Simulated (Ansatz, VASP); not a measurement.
WS2: VASP beside Ansatz

```
W S
1.0
     3.14624    0.00000   -0.22024
    -1.57312    2.72472    0.11012
    -0.88877    0.00000   12.69665
W S
2 4
Direct
  0.29125 0.58249 0.25000
  0.70875 0.41751 0.75000
  0.30587 0.75064 0.62596
  0.55523 0.24936 0.12596
  0.44477 0.75064 0.87404
  0.69413 0.24936 0.37404
```

Change from the starting cell: engineering shear strain xz -0.1400, engineering shear strain yz +0.0000.

Alike in both runs: functional PBEsol; k mesh 12 × 12 × 2; occupations gaussian, width 0.05 eV; no spin polarisation.

Ansatz relaxed the structure, and its values are those at the end. VASP's run is a single point on that final structure, the one shown.

|  | VASP | Ansatz |
| --- | --- | --- |
| version | VASP 6.6.1 | Ansatz 0.2.0 |
| potentials or method | VASP PAW PBE potentials, release 64 (W_sv, S), cutoff 520 eV | scalar-relativistic, plane waves, PAW |
| valence electrons in the cell | 52 | 52 |

```tsv
	VASP	Ansatz	Ansatz less VASP
gap on the k mesh at the Fermi level (eV)	1.09	1.08	-0.015
least direct gap on the mesh (eV)	1.86	1.86	-0.003
pressure (GPa)	0.5	0.4	-0.10
rms of the force components (eV/Å)	0.011	0.002	-0.0092
```

VASP's potentials were made for PBE, not for PBEsol, and Ansatz warns of the same on its side. Ansatz's warnings: stress scf threshold loose.

Neither program's run includes spin-orbit coupling.
